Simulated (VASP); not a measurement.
**S: single point with PBEsol**

Crystal: S.

```xyz
2
Lattice="2.7131 1.5664 3.2376 -2.7131 1.5664 3.2376 0.0000 -3.1328 3.2376" Properties=species:S:1:pos:R:3 pbc="T T T"
S     0.0000    0.0000    8.0827
S     0.0000    0.0000    1.6302
```

```json
{
 "Program": "VASP 6.6.1",
 "Task": "single point",
 "Functional": "PBEsol",
 "Potentials or basis": "VASP PAW PBE potentials, release 64 (S)",
 "Cutoff": "520 eV",
 "k mesh": "6 × 6 × 6",
 "Occupations": "fermi-dirac, width 0.1 eV",
 "Spin": "no spin polarisation",
 "Dipole correction": "no",
 "Further INCAR settings": "ALGO = Normal; EDIFF = 1e-06; NBANDS = 13"
}
```

* Pressure: -8.8 GPa
* Largest force: 0.867 eV/Å
* Band gap on the k mesh: zero (bands 6 and 7 overlap by 0.25 eV)

Forces in eV/Å, atoms in the order of the input:
```
S    0.000  0.000  0.867
S    0.000  0.000 -0.867
```

Stress tensor (GPa, compression positive):
```
-10.23   0.00   0.00
  0.00 -10.23   0.00
  0.00   0.00  -5.88
```

Levels at points of the mesh, in eV from the Fermi level:
```tsv
k point	band 3	band 4	band 5	band 6	band 7	band 8	band 9	band 10
(0.00, 0.00, 0.00)	-1.82	-1.82	-0.87	-0.08	0.24	0.24	5.81	8.45
(0.50, 0.00, 0.00)	-1.96	-1.81	-1.23	-0.10	0.03	0.70	7.34	7.67
(0.50, 0.50, 0.00)	-2.59	-1.97	-1.27	-0.07	0.03	0.92	7.36	7.86
(0.50, 0.50, 0.50)	-2.49	-2.16	-2.16	0.16	0.16	0.55	7.73	9.56
```

Run time: 29 s on 1 thread of Intel(R) Xeon(R) Platinum 8259CL CPU @ 2.50GHz (Skylake/Cascade Lake) (shared host), peak memory 0.2 GiB.

Caveat: the cell stands under tension; the PAW data sets were made with another functional, which shifts forces and pressure a little.
